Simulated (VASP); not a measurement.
**SrO (sol): single point with PBEsol**

Crystal: SrO (sol).

```
CELL_PARAMETERS angstrom
0.00000 2.53571 2.53571
2.53571 0.00000 2.53571
2.53571 2.53571 0.00000
ATOMIC_POSITIONS crystal
Sr 0.00000 0.00000 0.00000
O 0.50000 0.50000 0.50000
```

```
Program                : VASP 6.6.1
Task                   : single point
Functional             : PBEsol
Potentials or basis    : VASP PAW PBE potentials, release 64 (Sr_sv, O)
Cutoff                 : 600 eV
k mesh                 : 6 × 6 × 6
Occupations            : gaussian, width 0.01 eV
Spin                   : no spin polarisation
Dipole correction      : no
Further INCAR settings : ALGO = Normal; EDIFF = 1e-06; NBANDS = 15
```

The pressure is 3.7 GPa. The band gap on the k mesh is 3.12 eV, indirect (least direct gap 3.18 eV).

Levels at points of the mesh, in eV from the valence-band top:
| k point | band 4 | band 5 | band 6 | band 7 | band 8 | band 9 | band 10 | band 11 | band 12 | band 13 |
| --- | --- | --- | --- | --- | --- | --- | --- | --- | --- | --- |
| (0.00, 0.00, 0.00) | -13.70 | -13.70 | 0.00 | 0.00 | 0.00 | 4.12 | 6.25 | 6.25 | 6.25 | 8.54 |
| (0.50, 0.00, 0.00) | -13.80 | -12.49 | -2.31 | -1.24 | -1.24 | 6.67 | 8.62 | 9.08 | 9.08 | 12.37 |
| (0.50, 0.50, 0.00) | -14.13 | -14.13 | -0.36 | -0.06 | -0.06 | 3.12 | 8.08 | 10.47 | 10.59 | 11.50 |

Wall time 17 s on 1 thread of Intel Xeon 8259CL, on a shared host, peak memory 0.17 GiB.

Caveat: the PAW data sets were made with another functional, which shifts forces and pressure a little. A k mesh can miss the band edges.
